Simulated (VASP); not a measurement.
# MoS2 (R3m) in VASP: a series of runs

The runs below take MoS2 through single point, with PBE+D3(BJ), PBE+D4.

Everything below comes from runs of VASP 6.6.1. Logs are shortened: lines on timing, memory, paths and dates and some standing lists are left out, and cuts for length are marked.

**1. The cell of the first run**

The structure is trigonal, space group R3m (No. 160). The conventional cell has a = 3.153 Å, b = 3.153 Å, c = 17.987 Å, α = 90.00°, β = 90.00°, γ = 120.00°. Mo (site symmetry 3m) has 6 S at 2.40 Å and 6 Mo at 3.15 Å within 3.2 Å. Within 3.2 Å of S (site symmetry 3m) lie 3 Mo at 2.40 Å and 7 S at 3.13 to 3.15 Å. S (site symmetry 3m) has 3 Mo at 2.40 Å and 7 S at 3.13 to 3.15 Å within 3.2 Å.

**2. Single point, PBE+D3(BJ)**

Contents of INCAR:

```
PREC = Accurate ; ENCUT = 520
EDIFF = 1E-6 ; ISMEAR = -1
SIGMA = 0.02 ; LREAL = F
LASPH = T ; NELM = 60
ALGO = Normal ; ISIF = 2
LWAVE = F ; LCHARG = F
GGA = PE ; IVDW = 12
NBANDS = 20
```

Contents of KPOINTS:

```
Automatic mesh
0
Gamma
  8 8 8
```

Contents of POSCAR:

```
MoS2
1.0
    1.5765667655      0.9102312465      5.9956016439
   -1.5765667655      0.9102312465      5.9956016439
    0.0000000000     -1.8204624929      5.9956016439
Mo S
1 2
Direct
    0.0000825539      0.0000825539      0.0000825539
    0.2465283137      0.2465283137      0.2465283137
    0.4203891324      0.4203891324      0.4203891324
```

Potentials or basis: VASP PAW PBE potentials, release 64 (Mo_sv, S).

Command:

```bash
$ cat potpaw_PBE.64/Mo_sv/POTCAR potpaw_PBE.64/S/POTCAR > POTCAR
$ mpirun -np 1 vasp_std > vasp.out
```

OUTCAR:

```text
PREC = Accurate
   ENCUT = 520
   EDIFF = 1E-6
   ISMEAR = -1
   LREAL = F
   LASPH = T
   NELM = 60
   ISIF = 2
   GGA = PE
   IVDW = 12
 IVDW          = 12

 ion  position               nearest neighbor table
   1  0.000  0.000  0.000-   2 2.40   2 2.40   2 2.40   3 2.40   3 2.40   3 2.40
   2  0.247  0.247  0.247-   1 2.40   1 2.40   1 2.40
   3  0.420  0.420  0.420-   1 2.40   1 2.40   1 2.40

  LATTYP: Found a trigonal (rhomboedric) cell.
 ALAT       =     6.2658856326
 COS(alpha) =     0.8733836462

  Lattice vectors:

 A1 = (   1.5765667655,   0.9102312465,   5.9956016439)
 A2 = (  -1.5765667655,   0.9102312465,   5.9956016439)
 A3 = (   0.0000000000,  -1.8204624929,   5.9956016439)

Analysis of symmetry for initial positions (statically):
=====================================================================
 Subroutine PRICEL returns:
 Original cell was already a primitive cell.

 Routine SETGRP: Setting up the symmetry group for a
 trigonal (rhombohedral) supercell.

 Subroutine GETGRP returns: Found  6 space group operations
 (whereof  6 operations were pure point group operations)
 out of a pool of 12 trial point group operations.

The static configuration has the point symmetry C_3v.

Analysis of symmetry for dynamics (positions and initial velocities):
=====================================================================
 Subroutine PRICEL returns:
 Original cell was already a primitive cell.

 Routine SETGRP: Setting up the symmetry group for a
 trigonal (rhombohedral) supercell.

 Subroutine GETGRP returns: Found  6 space group operations
 (whereof  6 operations were pure point group operations)
 out of a pool of 12 trial point group operations.

The dynamic configuration has the point symmetry C_3v.

 Subroutine INISYM returns: Found  6 space group operations
 (whereof  6 operations are pure point group operations),
 and found     1 'primitive' translations

----------------------------------------------------------------------------------------

                                     Primitive cell

  volume of cell :      51.6236

  direct lattice vectors                    reciprocal lattice vectors
     1.576566765  0.910231246  5.995601644     0.317144831  0.183103653  0.055596311
    -1.576566765  0.910231246  5.995601644    -0.317144831  0.183103653  0.055596311
     0.000000000 -1.820462493  5.995601644     0.000000000 -0.366207307  0.055596311

  length of vectors
     6.265885633  6.265885633  6.265885633     0.370403485  0.370403485  0.370403485

  position of ions in fractional coordinates (direct lattice)
     0.000082554  0.000082554  0.000082554
     0.246528314  0.246528314  0.246528314
     0.420389132  0.420389132  0.420389132

  ion indices of the primitive-cell ions
   primitive index   ion index
                 1           1
                 2           2
                 3           3

----------------------------------------------------------------------------------------

 KPOINTS: Automatic mesh

Automatic generation of k-mesh.
 Grid dimensions read from file:
 generate k-points for:    8    8    8

 Generating k-lattice:

  Cartesian coordinates                     Fractional coordinates (reciprocal lattice)
     0.039643104  0.022887957  0.006949539     0.125000000  0.000000000  0.000000000
    -0.039643104  0.022887957  0.006949539     0.000000000  0.125000000  0.000000000
     0.000000000 -0.045775913  0.006949539     0.000000000  0.000000000  0.125000000

  Length of vectors
     0.046300436  0.046300436  0.046300436

  Shift w.r.t. Gamma in fractional coordinates (k-lattice)
     0.000000000  0.000000000  0.000000000

 Subroutine IBZKPT returns following result:
 ===========================================

 Found     65 irreducible k-points:

 Following reciprocal coordinates:
            Coordinates               Weight
  0.000000  0.000000  0.000000      1.000000
  0.125000  0.000000  0.000000      6.000000
  0.250000  0.000000  0.000000      6.000000
  0.375000  0.000000  0.000000      6.000000
  0.500000  0.000000  0.000000      3.000000
  0.125000  0.125000  0.000000      6.000000
[... 16 lines left out ...]
  0.250000  0.125000  0.125000      6.000000
  0.375000  0.125000  0.125000      6.000000
 [... further k-points ...]
   k-points           NKPTS =     65   k-points in BZ     NKDIM =     65   number of bands    NBANDS=     20
   number of dos      NEDOS =    301   number of ions     NIONS =      3
   total plane-waves  NPLWV = 110592
   dimension x,y,z NGX =    48 NGY =   48 NGZ =   48
   dimension x,y,z NGXF=    96 NGYF=   96 NGZF=   96
   ions per type =               1   2
   NGX,Y,Z   is equivalent  to a cutoff of  12.74, 12.74, 12.74 a.u.
   NGXF,Y,Z  is equivalent  to a cutoff of  25.47, 25.47, 25.47 a.u.
 SYSTEM =  unknown system
   PREC   = accura    normal or accurate (medium, high low for compatibility)
   ISTART =      0    job   : 0-new  1-cont  2-samecut
   ICHARG =      2    charge: 1-file 2-atom 10-const
   ISPIN  =      1    spin polarized calculation?
   LNONCOLLINEAR =      F non collinear calculations
   LSORBIT =      F    spin-orbit coupling
   LASPH  =      T    aspherical Exc in radial PAW
   ENCUT  =  520.0 eV  38.22 Ry    6.18 a.u.  11.65 11.65 11.65*2*pi/ulx,y,z
   NELM   =     60;   NELMIN=  2; NELMDL= -5     # of ELM steps
   EDIFF  = 0.1E-05   stopping-criterion for ELM
   LREAL  =      F    real-space projection
   EDIFFG = 0.1E-04   stopping-criterion for IOM
   NSW    =      0    number of steps for IOM
   IBRION =     -1    ionic relax: 0-MD 1-quasi-New 2-CG
   NFREE  =      0    steps in history (QN), initial steepest desc. (CG)
   ISIF   =      2    stress and relaxation
   ISYM   =      2    0-nonsym 1-usesym 2-fastsym
   POTIM  = 0.5000    time-step for ionic-motion
   TEBEG  =    0.0;   TEEND  =   0.0 temperature during run
   PSTRESS=    0.0 pullay stress
   NELECT =      26.0000    total number of electrons
   NUPDOWN=      -1.0000    fix difference up-down
   EMIN   =  10.00;   EMAX   =-10.00  energy-range for DOS
   EFERMI =   0.00;   METHOD = LEGACY
   ISMEAR =    -1;   SIGMA  =   0.02  broadening in eV -4-tet -1-fermi 0-gaus
   EFERMI_NEDOS =   21; number of points for ismear=-14 and -15
   IALGO  =     38    algorithm
   IMIX   =      4    mixing-type and parameters
     AMIX     =   0.40;   BMIX     =  1.00
     AMIX_MAG =   1.60;   BMIX_MAG =  1.00
  volume/ion in A,a.u.               =      17.21       116.12
  Fermi-wavevector in a.u.,A,eV,Ry     =   1.302517  2.461399 23.082954  1.696549
  Thomas-Fermi vector in A             =   2.433579
   LORBIT       =      0    0 simple, 1 ext, 2 COOP (PROOUT), +10 PAW based schemes
   GGA     = PE    functional components
   LHFCALC =     F    Hartree Fock is set to
   AEXX    =    0.0000 exact exchange contribution
   IVDW    =    12    specifies the selected vdW correction
   LEPSILON=     F    determine dielectric tensor
   LRPA    =     F    only Hartree local field effects (RPA)
 non-spin polarized calculation
  energy-cutoff  :      520.00
  volume of cell :       51.62
 maximum number of plane-waves:      1410
   NGX = 23   NGY = 23   NGZ = 23

 number of electron      26.0000001 magnetization

 Free energy of the ion-electron system (eV)
  ---------------------------------------------------
  ext. energy  EPLUGINS =         0.00000000
  ---------------------------------------------------
  free energy    TOTEN  =       -21.76556253 eV

  energy without entropy =      -21.76556253  energy(sigma->0) =      -21.76556253

 E-fermi :   8.5585     XC(G=0): -11.0568

 val. band max:        8.0940100133   @ k =   0.5000   0.5000   0.5000
 cond. band min:       8.9907394292   @ k =  -0.2500   0.1250  -0.0000
 fundamental gap:      0.8967294159
 Fermi energy:         8.5584718238

 k-point     1 :       0.0000    0.0000    0.0000
  band No.  band energies     occupation
      1     -53.5132      2.00000
      2     -27.6778      2.00000
      3     -27.4369      2.00000
      4     -27.4369      2.00000
      5      -7.1019      2.00000
      6      -5.3015      2.00000
[... 12 lines left out ...]
     19      16.0680      0.00000
     20      17.1219      0.00000

 k-point     2 :       0.1250    0.0000    0.0000
  band No.  band energies     occupation
      1     -53.5070      2.00000
      2     -27.6657      2.00000
      3     -27.4984      2.00000
      4     -27.4509      2.00000
      5      -6.8587      2.00000
      6      -5.2298      2.00000
[... 12 lines left out ...]
     19      16.7883      0.00000
     20      17.1537      0.00000

 k-point     3 :       0.2500    0.0000    0.0000
  band No.  band energies     occupation
      1     -53.4920      2.00000
      2     -27.6443      2.00000
      3     -27.6364      2.00000
      4     -27.4844      2.00000
      5      -6.2092      2.00000
      6      -5.0387      2.00000
[... 12 lines left out ...]
     19      16.2477      0.00000
     20      17.1463      0.00000

 k-point     4 :       0.3750    0.0000    0.0000
  band No.  band energies     occupation
      1     -53.4770      2.00000
      2     -27.7871      2.00000
      3     -27.6069      2.00000
      4     -27.5177      2.00000
      5      -5.4211      2.00000
      6      -4.8198      2.00000
[... 12 lines left out ...]
     19      15.1962      0.00000
     20      15.6007      0.00000

 k-point     5 :       0.5000    0.0000    0.0000
  band No.  band energies     occupation
      1     -53.4707      2.00000
      2     -27.8453      2.00000
      3     -27.5947      2.00000
      4     -27.5314      2.00000
      5      -5.0163      2.00000
      6      -4.7295      2.00000
[... 12 lines left out ...]
     19      14.7031      0.00000
     20      15.4664      0.00000
[... 353 lines left out ...]
      6      -4.8692      2.00000
[... 12 lines left out ...]
     19      15.2878      0.00000
     20      16.0704      0.00000

 k-point    22 :       0.1250    0.1250    0.1250
  band No.  band energies     occupation
      1     -53.5132      2.00000
      2     -27.6778      2.00000
      3     -27.4369      2.00000
      4     -27.4369      2.00000
      5      -7.0621      2.00000
      6      -5.3781      2.00000
[... 12 lines left out ...]
     19      16.1541      0.00000
     20      17.2939      0.00000

 k-point    23 :       0.2500    0.1250    0.1250
  band No.  band energies     occupation
      1     -53.5070      2.00000
      2     -27.6657      2.00000
      3     -27.4984      2.00000
      4     -27.4509      2.00000
      5      -6.7956      2.00000
      6      -5.3419      2.00000
[... 12 lines left out ...]
     19      16.9414      0.00000
     20      17.1986      0.00000

 k-point    24 :       0.3750    0.1250    0.1250
  band No.  band energies     occupation
      1     -53.4920      2.00000
      2     -27.6443      2.00000
      3     -27.6364      2.00000
      4     -27.4844      2.00000
      5      -6.1357      2.00000
      6      -5.1475      2.00000
[... 12 lines left out ...]
     19      16.4708      0.00000
     20      16.8566      0.00000

 [... further k-points ...]

------------------------ aborting loop because EDIFF is reached ----------------------------------------

 Edisp (eV)   -1.32087

 E8    (eV) :    -0.5327

  FORCE on cell =-STRESS in cart. coord.  units (eV):
  Direction    XX          YY          ZZ          XY          YZ          ZX
  --------------------------------------------------------------------------------------
  -------------------------------------------------------------------------------------
  Total      -0.03509    -0.03509    -0.05561     0.00000    -0.00000     0.00000
  in kB      -1.08892    -1.08892    -1.72586     0.00000    -0.00000     0.00000
  external pressure =       -1.30 kB  Pullay stress =        0.00 kB

 VOLUME and BASIS-vectors are now :
 -----------------------------------------------------------------------------
  energy-cutoff  :      520.00
  volume of cell :       51.62
      direct lattice vectors                 reciprocal lattice vectors
     1.576566765  0.910231246  5.995601644     0.317144831  0.183103653  0.055596311
    -1.576566765  0.910231246  5.995601644    -0.317144831  0.183103653  0.055596311
     0.000000000 -1.820462493  5.995601644     0.000000000 -0.366207307  0.055596311

 POSITION                                       TOTAL-FORCE (eV/Angst)
 -----------------------------------------------------------------------------------
      0.00000      0.00000      0.00148         0.000000      0.000000      0.000509
      0.00000      0.00000      4.43426         0.000000      0.000000      0.015254
      0.00000      0.00000      7.56146         0.000000     -0.000000     -0.015763
 -----------------------------------------------------------------------------------
    total drift:                                0.000000      0.000000     -0.000027

  FREE ENERGIE OF THE ION-ELECTRON SYSTEM (eV)
  ---------------------------------------------------
  free  energy   TOTEN  =       -23.0864365411 eV

  energy  without entropy=      -23.0864365411  energy(sigma->0) =      -23.08643654
```

Run time: 5.5 min. Hardware: 1 thread of Intel Xeon 8259CL, shared host; peak memory 0.35 GiB.

Results:

```yaml
Free_energy: -23.0864 eV
Pressure: -0.1 GPa
Largest_force: 0.016 eV/Å
Band_gap_on_the_k_mesh: 0.90 eV (least direct gap 2.06 eV)
Dispersion_energy_per_atom: -0.440 eV
```

Forces on the atoms (eV/Å):
```
Mo   0.000  0.000  0.001
S    0.000  0.000  0.015
S    0.000  0.000 -0.016
```

Levels at points of the mesh, in eV from the valence-band top:
| k point | band 11 | band 12 | band 13 | band 14 | band 15 | band 16 |
| --- | --- | --- | --- | --- | --- | --- |
| (0.00, 0.00, 0.00) | -2.29 | -1.35 | -1.09 | 1.95 | 1.95 | 2.37 |
| (0.50, 0.00, 0.00) | -2.42 | -1.60 | -1.56 | 1.60 | 1.96 | 3.28 |
| (0.50, 0.50, 0.00) | -3.11 | -1.88 | -1.37 | 1.54 | 2.12 | 2.93 |
| (0.50, 0.50, 0.50) | -2.24 | -2.24 | 0.00 | 2.09 | 2.09 | 2.18 |

**3. Single point, PBE+D4**

This run uses another cell than the first one, of 17.37 Å³/atom.

Contents of INCAR:

```
SYSTEM = MoS2
  PREC = Accurate
  ENCUT = 520
  EDIFF = 1E-6
  ISMEAR = -1
  SIGMA = 0.02
  LREAL = .FALSE.
  LASPH = .TRUE.
  NELM = 80
  ALGO = Normal
  ISIF = 2
  LWAVE = .FALSE.
  LCHARG = .FALSE.
  GGA = PE
  IVDW = 13
  NBANDS = 20
```

Contents of KPOINTS:

```
Automatic mesh
0
G
  8 8 8
  0 0 0
```

Contents of POSCAR:

```
MoS2
1.0
    1.5786631076      0.9114415702      6.0374817488
   -1.5786631076      0.9114415702      6.0374817488
    0.0000000000     -1.8228831403      6.0374817488
Mo S
1 2
Direct
    0.0000871382      0.0000871382      0.0000871382
    0.2471816300      0.2471816300      0.2471816300
    0.4197312318      0.4197312318      0.4197312318
```

Potentials or basis: VASP PAW PBE potentials, release 64 (Mo_sv, S).

Command:

```bash
$ cat potpaw_PBE.64/Mo_sv/POTCAR potpaw_PBE.64/S/POTCAR > POTCAR
$ mpirun -np 1 vasp_std > vasp.out
```

Wall time 6.1 min (1 thread of Intel Xeon 8259CL, shared host); peak memory 0.34 GiB.

Results (log left out):

```
Free energy                : -23.0923 eV
Pressure                   : -0.1 GPa
Largest force              : 0.027 eV/Å
Band gap on the k mesh     : 0.93 eV (least direct gap 2.05 eV)
Dispersion energy per atom : -0.438 eV
```

Forces on the atoms (eV/Å):
```
Mo   0.000  0.000  0.003
S    0.000  0.000  0.025
S    0.000  0.000 -0.027
```

Stress tensor (GPa, compression positive):
```
-0.11  0.00  0.00
 0.00 -0.11  0.00
 0.00  0.00 -0.22
```

Levels at points of the mesh, in eV from the valence-band top:
```
           k point  band 9  band 10  band 11  band 12  band 13  band 14  band 15  band 16  band 17  band 18
(0.00, 0.00, 0.00)   -3.35    -2.26    -2.26    -1.30    -1.12     1.98     1.98     2.38     2.38     5.55
(0.50, 0.00, 0.00)   -5.06    -4.00    -2.40    -1.59    -1.53     1.61     1.98     3.32     3.47     5.30
(0.50, 0.50, 0.00)   -4.73    -3.90    -3.06    -1.85    -1.34     1.55     2.13     2.95     3.86     6.03
(0.50, 0.50, 0.50)   -3.38    -3.38    -2.22    -2.22     0.00     2.10     2.10     2.21     2.21     5.65
```

A k mesh can miss the band edges.
